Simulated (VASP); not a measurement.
# O (P2/c) in VASP: a series of runs

Aim: see how the results for O move with the level of theory and the settings. Levels: PBE, r2SCAN. Tasks: single point.

Everything below comes from runs of VASP 6.6.1. Logs are shortened: lines on timing, memory, paths and dates and some standing lists are left out, and cuts for length are marked.

## (1) The cell of the first run

The typed cell holds 4 atoms: a = 4.043 Å, b = 4.026 Å, c = 2.988 Å, α = 90.00°, β = 111.60°, γ = 90.00°.

## (2) Single point, PBE

INCAR reads:

```
SYSTEM = O
PREC     = Accurate       ! precision mode
ENCUT    = 520            ! plane-wave cutoff, eV
EDIFF    = 1E-6           ! SCF threshold, eV
ISMEAR   = 0              ! smearing method
SIGMA    = 0.01           ! smearing width, eV
LREAL    = .False.        ! projectors in reciprocal space
LASPH    = .True.         ! aspherical terms in the spheres
NELM     = 80             ! most SCF steps
ALGO     = Normal         ! electronic algorithm
ISIF     = 2              ! what is computed and relaxed
LWAVE    = .False.        ! write WAVECAR
LCHARG   = .False.        ! write CHGCAR
GGA      = PE             ! functional
NBANDS   = 20             ! bands
```

KPOINTS reads:

```
Automatic mesh
0
Gamma
  8 6 10
  0 0 0
```

POSCAR reads:

```
O
1.0
    4.0422525787      0.0000000000     -0.0511341507
    0.0000000000      4.0261654351      0.0000000000
   -1.0645954103      0.0000000000      2.7914433865
O
4
Direct
    0.3398634731      0.6842024492      0.6702334519
    0.6601365269      0.6842024492      0.8297665481
    0.6601365269      0.3157975508      0.3297665481
    0.3398634731      0.3157975508      0.1702334519
```

Potentials or basis: VASP PAW PBE potentials, release 64 (O).

The run is started by

```console
cat potpaw_PBE.64/O/POTCAR > POTCAR
mpirun -np 1 vasp_std > vasp.out
```

OUTCAR:

```text
SYSTEM = O
   PREC = Accurate
   ENCUT = 520
   EDIFF = 1E-6
   ISMEAR = 0
   LREAL = .False.
   LASPH = .True.
   NELM = 80
   ISIF = 2
   GGA = PE

 ion  position               nearest neighbor table
   1  0.340  0.684  0.670-   2 1.20
   2  0.660  0.684  0.830-   1 1.20
   3  0.660  0.316  0.330-   4 1.20
   4  0.340  0.316  0.170-   3 1.20

  LATTYP: Found a simple monoclinic cell.
 ALAT       =     2.9875608057
 B/A-ratio  =     1.3476430095
 C/A-ratio  =     1.3531359694
 COS(beta)  =    -0.3681327376

  Lattice vectors:

 A1 = (  -1.0645954103,   0.0000000000,   2.7914433865)
 A2 = (   0.0000000000,  -4.0261654351,   0.0000000000)
 A3 = (   4.0422525787,   0.0000000000,  -0.0511341507)

Analysis of symmetry for initial positions (statically):
=====================================================================
 Subroutine PRICEL returns:
 Original cell was already a primitive cell.

 Routine SETGRP: Setting up the symmetry group for a
 simple monoclinic supercell.

 Subroutine GETGRP returns: Found  4 space group operations
 (whereof  2 operations were pure point group operations)
 out of a pool of  4 trial point group operations.

The static configuration has the point symmetry S_2 .
 The point group associated with its full space group is C_2h.

Analysis of symmetry for dynamics (positions and initial velocities):
=====================================================================
 Subroutine PRICEL returns:
 Original cell was already a primitive cell.

 Routine SETGRP: Setting up the symmetry group for a
 simple monoclinic supercell.

 Subroutine GETGRP returns: Found  4 space group operations
 (whereof  2 operations were pure point group operations)
 out of a pool of  4 trial point group operations.

The dynamic configuration has the point symmetry S_2 .
 The point group associated with its full space group is C_2h.

 Subroutine INISYM returns: Found  4 space group operations
 (whereof  2 operations are pure point group operations),
 and found     1 'primitive' translations

----------------------------------------------------------------------------------------

                                     Primitive cell

  volume of cell :      45.2109

  direct lattice vectors                    reciprocal lattice vectors
     4.042252579  0.000000000 -0.051134151     0.248586096  0.000000000  0.094805296
     0.000000000  4.026165435  0.000000000     0.000000000  0.248375288  0.000000000
    -1.064595410  0.000000000  2.791443387     0.004553644  0.000000000  0.359974267

  length of vectors
     4.042575987  4.026165435  2.987560806     0.266050919  0.248375288  0.360003068

  position of ions in fractional coordinates (direct lattice)
     0.339863473  0.684202449  0.670233452
     0.660136527  0.684202449  0.829766548
     0.660136527  0.315797551  0.329766548
     0.339863473  0.315797551  0.170233452

  ion indices of the primitive-cell ions
   primitive index   ion index
                 1           1
                 2           2
                 3           3
                 4           4

----------------------------------------------------------------------------------------

 KPOINTS: Automatic mesh

Automatic generation of k-mesh.
 Grid dimensions read from file:
 generate k-points for:    8    6   10

 Generating k-lattice:

  Cartesian coordinates                     Fractional coordinates (reciprocal lattice)
     0.031073262  0.000000000  0.011850662     0.125000000  0.000000000  0.000000000
     0.000000000  0.041395881  0.000000000     0.000000000  0.166666667  0.000000000
     0.000455364  0.000000000  0.035997427     0.000000000  0.000000000  0.100000000

  Length of vectors
     0.033256365  0.041395881  0.036000307

  Shift w.r.t. Gamma in fractional coordinates (k-lattice)
     0.000000000  0.000000000  0.000000000

 Subroutine IBZKPT returns following result:
 ===========================================

 Found    168 irreducible k-points:

 Following reciprocal coordinates:
            Coordinates               Weight
  0.000000  0.000000  0.000000      1.000000
  0.125000  0.000000  0.000000      2.000000
  0.250000  0.000000  0.000000      2.000000
  0.375000  0.000000 -0.000000      2.000000
  0.500000  0.000000  0.000000      1.000000
  0.000000  0.166667  0.000000      2.000000
[... 16 lines left out ...]
  0.250000  0.000000  0.100000      2.000000
  0.375000  0.000000  0.100000      2.000000
 [... further k-points ...]
   k-points           NKPTS =    168   k-points in BZ     NKDIM =    168   number of bands    NBANDS=     20
   number of dos      NEDOS =    301   number of ions     NIONS =      4
   total plane-waves  NPLWV =  21600
   dimension x,y,z NGX =    30 NGY =   30 NGZ =   24
   dimension x,y,z NGXF=    60 NGYF=   60 NGZF=   48
   ions per type =               4
   NGX,Y,Z   is equivalent  to a cutoff of  12.34, 12.39, 13.36 a.u.
   NGXF,Y,Z  is equivalent  to a cutoff of  24.67, 24.77, 26.71 a.u.
 SYSTEM =  O
   PREC   = accura    normal or accurate (medium, high low for compatibility)
   ISTART =      0    job   : 0-new  1-cont  2-samecut
   ICHARG =      2    charge: 1-file 2-atom 10-const
   ISPIN  =      1    spin polarized calculation?
   LNONCOLLINEAR =      F non collinear calculations
   LSORBIT =      F    spin-orbit coupling
   LASPH  =      T    aspherical Exc in radial PAW
   ENCUT  =  520.0 eV  38.22 Ry    6.18 a.u.   7.52  7.49  5.55*2*pi/ulx,y,z
   NELM   =     80;   NELMIN=  2; NELMDL= -5     # of ELM steps
   EDIFF  = 0.1E-05   stopping-criterion for ELM
   LREAL  =      F    real-space projection
   EDIFFG = 0.1E-04   stopping-criterion for IOM
   NSW    =      0    number of steps for IOM
   IBRION =     -1    ionic relax: 0-MD 1-quasi-New 2-CG
   NFREE  =      0    steps in history (QN), initial steepest desc. (CG)
   ISIF   =      2    stress and relaxation
   ISYM   =      2    0-nonsym 1-usesym 2-fastsym
   POTIM  = 0.5000    time-step for ionic-motion
   TEBEG  =    0.0;   TEEND  =   0.0 temperature during run
   PSTRESS=    0.0 pullay stress
   NELECT =      24.0000    total number of electrons
   NUPDOWN=      -1.0000    fix difference up-down
   EMIN   =  10.00;   EMAX   =-10.00  energy-range for DOS
   EFERMI =   0.00;   METHOD = LEGACY
   ISMEAR =     0;   SIGMA  =   0.01  broadening in eV -4-tet -1-fermi 0-gaus
   EFERMI_NEDOS =   21; number of points for ismear=-14 and -15
   IALGO  =     38    algorithm
   IMIX   =      4    mixing-type and parameters
     AMIX     =   0.40;   BMIX     =  1.00
     AMIX_MAG =   1.60;   BMIX_MAG =  1.00
  volume/ion in A,a.u.               =      11.30        76.27
  Fermi-wavevector in a.u.,A,eV,Ry     =   1.325554  2.504934 23.906702  1.757093
  Thomas-Fermi vector in A             =   2.455006
   LORBIT       =      0    0 simple, 1 ext, 2 COOP (PROOUT), +10 PAW based schemes
   GGA     = PE    functional components
   LHFCALC =     F    Hartree Fock is set to
   AEXX    =    0.0000 exact exchange contribution
   IVDW    =     0    specifies the selected vdW correction
   LEPSILON=     F    determine dielectric tensor
   LRPA    =     F    only Hartree local field effects (RPA)
 non-spin polarized calculation
 Gauss-broadening in eV      SIGMA  =   0.01
  energy-cutoff  :      520.00
  volume of cell :       45.21
 maximum number of plane-waves:      1236
   NGX = 15   NGY = 15   NGZ = 11

 number of electron      23.9999992 magnetization

 Free energy of the ion-electron system (eV)
  ---------------------------------------------------
  ext. energy  EPLUGINS =         0.00000000
  ---------------------------------------------------
  free energy    TOTEN  =       -19.67755532 eV

  energy without entropy =      -19.67755532  energy(sigma->0) =      -19.67755532

 E-fermi :   0.1332     XC(G=0):  -9.2747

 val. band max:        0.0867723435   @ k =   0.0000   0.5000   0.0000
 cond. band min:       0.9926188429   @ k =   0.5000   0.5000   0.0000
 fundamental gap:      0.9058464994
 Fermi energy:         0.1332485402

 k-point     1 :       0.0000    0.0000    0.0000
  band No.  band energies     occupation
      1     -27.5467      2.00000
      2     -25.7654      2.00000
      3     -14.3796      2.00000
      4     -12.1811      2.00000
      5      -8.7931      2.00000
      6      -7.8659      2.00000
[... 12 lines left out ...]
     19      13.5366      0.00000
     20      16.4498      0.00000

 k-point     2 :       0.1250    0.0000    0.0000
  band No.  band energies     occupation
      1     -27.5399      2.00000
      2     -25.7636      2.00000
      3     -14.4996      2.00000
      4     -12.2166      2.00000
      5      -8.6455      2.00000
      6      -7.7729      2.00000
[... 12 lines left out ...]
     19      13.5454      0.00000
     20      16.6837      0.00000

 k-point     3 :       0.2500    0.0000    0.0000
  band No.  band energies     occupation
      1     -27.5235      2.00000
      2     -25.7596      2.00000
      3     -14.7646      2.00000
      4     -12.2995      2.00000
      5      -8.3838      2.00000
      6      -7.4877      2.00000
[... 12 lines left out ...]
     19      13.3329      0.00000
     20      17.5027      0.00000

 k-point     4 :       0.3750    0.0000   -0.0000
  band No.  band energies     occupation
      1     -27.5067      2.00000
      2     -25.7552      2.00000
      3     -15.0022      2.00000
      4     -12.3789      2.00000
      5      -8.2238      2.00000
      6      -7.5289      2.00000
[... 429 lines left out ...]
 k-point    23 :       0.2500    0.0000    0.1000
  band No.  band energies     occupation
      1     -27.4679      2.00000
      2     -25.7925      2.00000
      3     -14.8025      2.00000
      4     -12.3745      2.00000
      5      -8.3021      2.00000
      6      -7.6581      2.00000
[... 12 lines left out ...]
     19      13.3564      0.00000
     20      17.9480      0.00000

 k-point    24 :       0.3750    0.0000    0.1000
  band No.  band energies     occupation
      1     -27.4547      2.00000
      2     -25.7895      2.00000
      3     -14.9883      2.00000
      4     -12.4308      2.00000
      5      -8.1878      2.00000
      6      -7.6938      2.00000
[... 12 lines left out ...]
     19      13.1863      0.00000
     20      18.2923      0.00000

 [... further k-points ...]

------------------------ aborting loop because EDIFF is reached ----------------------------------------

  FORCE on cell =-STRESS in cart. coord.  units (eV):
  Direction    XX          YY          ZZ          XY          YZ          ZX
  --------------------------------------------------------------------------------------
  -------------------------------------------------------------------------------------
  Total        5.1781280      1.0268690      1.8431481      0.0000000      0.0000000      1.4862945
  in kB      183.5015598     36.3899970     65.3171488      0.0000000      0.0000000     52.6710328
  external PRESSURE =      95.0695685 kB  Pullay stress =       0.0000000 kB

 VOLUME and BASIS-vectors are now :
 -----------------------------------------------------------------------------
  energy-cutoff  :      520.00
  volume of cell :       45.21
      direct lattice vectors                 reciprocal lattice vectors
     4.042252579  0.000000000 -0.051134151     0.248586096  0.000000000  0.094805296
     0.000000000  4.026165435  0.000000000     0.000000000  0.248375288  0.000000000
    -1.064595410  0.000000000  2.791443387     0.004553644  0.000000000  0.359974267

 POSITION                                       TOTAL-FORCE (eV/Angst)
 -----------------------------------------------------------------------------------
      0.66029      2.75471      1.85354        -1.892191      0.083201     -0.721964
      1.78507      2.75471      2.28249         1.892191      0.083201      0.721964
      2.31737      1.27145      0.88677         1.892191     -0.083201      0.721964
      1.19258      1.27145      0.45782        -1.892191     -0.083201     -0.721964
 -----------------------------------------------------------------------------------
    total drift:                                0.000000      0.000000     -0.000000

  FREE ENERGIE OF THE ION-ELECTRON SYSTEM (eV)
  ---------------------------------------------------
  free  energy   TOTEN  =       -19.6775553189 eV

  energy  without entropy=      -19.6775553189  energy(sigma->0) =      -19.67755532
```

Run time: 2.5 min. Hardware: 1 thread of Intel Xeon 8259CL, shared host; peak memory 0.22 GiB.

What came out:

```yaml
Free_energy: -19.6776 eV
Pressure: 9.5 GPa
Largest_force: 2.027 eV/Å
Band_gap_on_the_k_mesh: 0.91 eV (least direct gap 0.94 eV)
```

Forces in eV/Å, atoms in the order of the input:
```
O   -1.892  0.083 -0.722
O    1.892  0.083  0.722
O    1.892 -0.083  0.722
O   -1.892 -0.083 -0.722
```

Stress tensor (GPa, compression positive):
```
18.35  0.00  5.27
 0.00  3.64  0.00
 5.27  0.00  6.53
```

Caveat: the standard files for N, O and F lose accuracy on very short bonds; spin is off for a triplet molecule; the cell stands under pressure; this functional lacks dispersion, which holds the molecules together, so the pressure and a relaxed volume are unreliable; forces of over 1 eV/Å act on the atoms, so gaps and moduli don't describe the material at rest.

## (3) Single point, r2SCAN

POSCAR is that of step 2.

INCAR.step1 reads:

```
SYSTEM = O
  PREC = Accurate
  ENCUT = 520
  ISMEAR = 0
  SIGMA = 0.01
  LREAL = .False.
  LASPH = .True.
  NELM = 60
  NBANDS = 20
  GGA = PE
  ALGO = Normal
  EDIFF = 1E-4
  LWAVE = .True.
  LCHARG = .False.
```

INCAR.step2 reads:

```
SYSTEM = O
  PREC = Accurate
  ENCUT = 520
  EDIFF = 1E-6
  ISMEAR = 0
  SIGMA = 0.01
  LREAL = .False.
  LASPH = .True.
  NELM = 60
  ALGO = Normal
  ISIF = 2
  LWAVE = .False.
  LCHARG = .True.
  METAGGA = R2SCAN
  LMIXTAU = .True.
  LELF = .True.
  LVHAR = .True.
  NBANDS = 20
  ISTART = 1
```

KPOINTS is that of step 2.

Potentials or basis: VASP PAW PBE potentials, release 64 (O).

The run is started by

```console
cat potpaw_PBE.64/O/POTCAR > POTCAR
cp INCAR.step1 INCAR
mpirun -np 1 vasp_std > vasp.out
cp INCAR.step2 INCAR
mpirun -np 1 vasp_std > vasp.out
```

Run time: 8.8 min. Hardware: 1 thread of Intel Xeon 8259CL, shared host; peak memory 0.23 GiB.

It converged, with:

```
Free energy            : -23.1577 eV
Pressure               : 4.8 GPa
Largest force          : 1.452 eV/Å
Band gap on the k mesh : 0.99 eV (least direct gap 1.03 eV)
```

Forces on the atoms (eV/Å):
```
O   -1.356 -0.006 -0.518
O    1.356 -0.006  0.518
O    1.356  0.006  0.518
O   -1.356  0.006 -0.518
```

Stress tensor (GPa, compression positive):
```
11.43  0.00  4.08
 0.00  0.66  0.00
 4.08  0.00  2.27
```

Levels at points of the mesh, in eV from the valence-band top:
```
           k point  band 10  band 11  band 12  band 13  band 14  band 15
(0.00, 0.00, 0.00)    -4.81    -0.59    -0.51     1.98     2.03     9.75
(0.50, 0.00, 0.00)    -4.90    -1.10    -0.15     2.02     2.21     7.73
(0.00, 0.50, 0.00)    -5.11    -0.37     0.00     1.30     1.83    10.79
(0.50, 0.50, 0.00)    -5.20    -0.18    -0.04     0.99     2.06     8.64
(0.00, 0.00, 0.50)    -5.22    -1.00    -1.00     1.79     1.79    10.72
(0.50, 0.00, 0.50)    -5.22    -1.01    -1.01     1.78     1.78    10.71
(0.00, 0.50, 0.50)    -4.56    -1.50    -1.50     2.38     2.38    10.84
(0.50, 0.50, 0.50)    -4.56    -1.51    -1.51     2.38     2.38    10.83
```

Caveat: the standard files for N, O and F lose accuracy on very short bonds; spin is off for a triplet molecule; the cell stands under pressure; the PAW data sets were made with another functional, which shifts forces and pressure a little.
